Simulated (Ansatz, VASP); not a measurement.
Two plane-wave programs on Na

```xyz
1
Lattice="-2.0523 2.0523 2.0523 2.0523 -2.0523 2.0523 2.0523 2.0523 -2.0523" Properties=species:S:1:pos:R:3 pbc="T T T"
Na    0.0000    0.0000    0.0000
```

Alike in both runs: task single point; functional revPBE; k mesh 17 × 17 × 17; occupations fermi-dirac, width 0.1 eV; no spin polarisation.

|  | VASP | Ansatz |
| --- | --- | --- |
| version | VASP 6.6.1 | Ansatz 0.2.0 |
| potentials or method | VASP PAW PBE potentials, release 64 (Na_pv), cutoff 520 eV | plane waves (420 eV) with PAW, scalar-relativistic |
| valence electrons in the cell | 7 | 9 |

|  | VASP | Ansatz | Ansatz less VASP |
| --- | --- | --- | --- |
| pressure (GPa) | 1.1 | 1.1 | 0.00 |

VASP's potentials were made for PBE, not for revPBE. VASP's potentials hold 7 valence electrons a cell and Ansatz's 9, so a difference there can come from the potentials and not from the codes.
